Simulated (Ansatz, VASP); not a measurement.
SnO: VASP beside Ansatz

The input INCAR:

```
  PREC = Accurate
  ENCUT = 520
  EDIFF = 1E-7
  ISMEAR = 0
  SIGMA = 0.15
  LREAL = False
  LASPH = True
  NELM = 80
  ALGO = Normal
  ISIF = 2
  LWAVE = False
  LCHARG = False
  GGA = PS
  NBANDS = 28
```

KPOINTS

```
regular mesh
0
Gamma
  10 10 8
```

Contents of POSCAR:

```
SnO
1.0
    4.0709000000      0.0000000000      0.0000000000
    0.0000000000      4.0709000000      0.0000000000
    0.0000000000      0.0000000000      4.1799000000
Sn O
2 2
Direct
    0.0000000000      0.5000000000      0.2425296443
    0.5000000000      0.0000000000      0.7574703557
    0.0000000000      0.0000000000      0.0000000000
    0.5000000000      0.5000000000      0.0000000000
```

Input for Ansatz:

```yaml
crystal:
  lattice:
    - [4.0709, 0.0, 0.0]
    - [0.0, 4.0709, 0.0]
    - [0.0, 0.0, 4.1799]
  atoms:
    - { symbol: Sn, position: [0.0, 0.5, 0.2425296443] }
    - { symbol: Sn, position: [0.5, 0.0, 0.7574703557] }
    - { symbol: O, position: [0.0, 0.0, 0.0] }
    - { symbol: O, position: [0.5, 0.5, 0.0] }
basis:
  ecutwfc: 520.0
kpoints:
  mp_grid: { grid: [10, 10, 8] }
hamiltonian:
  xc: pbesol
scf:
  occupations: { method: gaussian, width: 0.15 }
output:
  forces: true
  stress: true
  eigenvalues: true
```

Alike in both runs: task single point; functional PBEsol; k mesh 10 × 10 × 8; occupations gaussian, width 0.15 eV; no spin polarisation.

|  | VASP | Ansatz |
| --- | --- | --- |
| version | VASP 6.6.1 | Ansatz 0.2.0 |
| potentials or method | VASP PAW PBE potentials, release 64 (Sn_d, O), cutoff 520 eV | scalar-relativistic, plane waves, PAW |
| valence electrons in the cell | 40 | 40 |

```tsv
	VASP	Ansatz	Ansatz less VASP
gap on the k mesh at the Fermi level (eV)	0.70	0.70	+0.002
least direct gap on the mesh (eV)	1.32	1.36	+0.041
pressure (GPa)	-3.5	-3.7	-0.26
traceless stress, the component that is largest in VASP (GPa)	6.93	7.04	+0.115
rms of the force components (eV/Å)	0.128	0.100	-0.0287
```

VASP's potentials were made for PBE, not for PBEsol. Atom by atom the forces differ by 0.029 eV/Å (rms over components).
